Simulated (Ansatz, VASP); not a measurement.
## C: VASP beside Ansatz

```
C
1.0
     2.48344    0.00000    0.00000
    -1.24172    2.15072    0.00000
     0.00000    0.00000    4.09452
C
4
Direct
  0.33333 0.66667 0.99976
  0.66667 0.33333 0.49976
  0.33333 0.66667 0.37424
  0.66667 0.33333 0.87424
```

Change from the starting cell: strained cell.

Alike in both runs: functional LDA; k mesh 9 × 9 × 6; occupations gaussian, width 0.02 eV; no spin polarisation.

Ansatz relaxed the structure, and its values are those at the end. VASP's run is a single point on that final structure, the one shown.

|  | VASP | Ansatz |
| --- | --- | --- |
| version | VASP 6.6.1 | Ansatz 0.2.0 |
| potentials or method | VASP PAW LDA potentials, release 64 (C_h), cutoff 910 eV | scalar-relativistic, plane waves, PAW |
| valence electrons in the cell | 16 | 16 |

Ansatz gave:

* gap on the k mesh at the Fermi level (eV): 3.02
* least direct gap on the mesh (eV): 4.86

Question: Which values does VASP return?

Answer: gap on the k mesh at the Fermi level (eV): 3.00; least direct gap on the mesh (eV): 4.86.

Ansatz warns that its potentials were made for another functional, while VASP's fit it. LDA's correlation is that of Perdew and Zunger in VASP and of Perdew and Wang (1992) in Ansatz. Ansatz's warnings: stress scf threshold loose.

Noted on VASP's run: the cutoff is short for stress, so the pressure is rough.
